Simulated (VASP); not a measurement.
Input of a VASP 6.6.1 run:

The input INCAR:

```
SYSTEM = ScAl9
PREC = Accurate
ENCUT = 520
EDIFF = 1E-6
ISMEAR = -1
SIGMA = 0.0508
LREAL = Auto
LASPH = .True.
NELM = 80
ALGO = Normal
ISIF = 2
LWAVE = .False.
LCHARG = .True.
GGA = PE
LELF = .True.
LVHAR = .True.
ISYM = 0
NBANDS = 54
```

KPOINTS

```
Automatic mesh
0
Gamma
  1 1 1
  0.25 0.25 0.25
```

The input POSCAR:

```
ScAl9
1.0
    7.4469130000     -0.0134000000     -0.0543370000
   -0.0134000000      6.6775230000     -0.0651690000
   -0.0543370000     -0.0651690000      7.1022430000
Al Sc
18 2
Direct
    0.4966215908      0.8008175607      0.5434938522
    0.2868500456      0.4161759364      0.4038054373
    0.5046400737      0.9859510793      0.9589042607
    0.4815828293      0.6421847756      0.1691509719
    0.2969295140      0.6171974659      0.8066476183
    0.7369532666      0.2774336158      0.0826186743
    0.8462382229      1.0621136830      0.6995803907
    0.2575586445      0.9193797426      0.2673524438
    0.0216276560      0.5672259767      0.1536419877
    0.2849572408      0.3385006704      0.0299772159
    0.9984782777      0.1769427716      0.3554269401
    0.5496150932      0.3223326446      0.7634121406
    1.0357993135      0.0162159862     -0.0117400930
    0.6903156555      0.6595701384      0.8341165190
    1.0008518223      0.3989668757      0.8043559700
    0.7316304513      0.4796702435      0.4646877379
    0.7902353957      0.8393526265      0.1973225630
    0.5526274250      0.1563105162      0.4150724942
    0.0304374472      0.7295093353      0.5539981205
    0.2460757046      0.0760971368      0.6843893105
```

Potentials or basis: VASP PAW PBE potentials, release 64 (Al, Sc_sv).

Run with:

```console
$ cat potpaw_PBE.64/Al/POTCAR potpaw_PBE.64/Sc_sv/POTCAR > POTCAR
$ mpirun -np 1 vasp_std > vasp.out
```

Q: Estimate the pressure.

A: 3.0 GPa.

Q: Predict the band gap on the k mesh.

A: 0.20 eV.

Q: Estimate the largest force.

A: 1.656 eV/Å.

Forces on the atoms (eV/Å):
```
Al   0.220 -0.713 -0.719
Al  -0.164  0.429  0.287
Al   0.225 -0.387  0.607
Al   0.057 -0.635 -0.371
Al   0.159  1.004 -0.055
Al   0.230  0.018  0.319
Al  -1.109  0.061 -0.370
Al   0.466  0.236  0.501
Al   0.361 -0.750  0.331
Al   0.109 -1.444  0.804
Al  -0.352  0.385  0.344
Al   0.015 -0.260 -0.396
Al  -0.033 -0.183  0.313
Al   1.116  0.607  0.342
Al  -0.714 -0.076  0.086
Al   0.331  0.354 -0.078
Al  -0.830  1.028  0.351
Al   0.257 -0.368 -0.472
Sc  -0.072  0.147 -0.767
Sc  -0.270  0.549 -1.059
```

Caveat: the k points lie up to 0.94 Å⁻¹ apart.
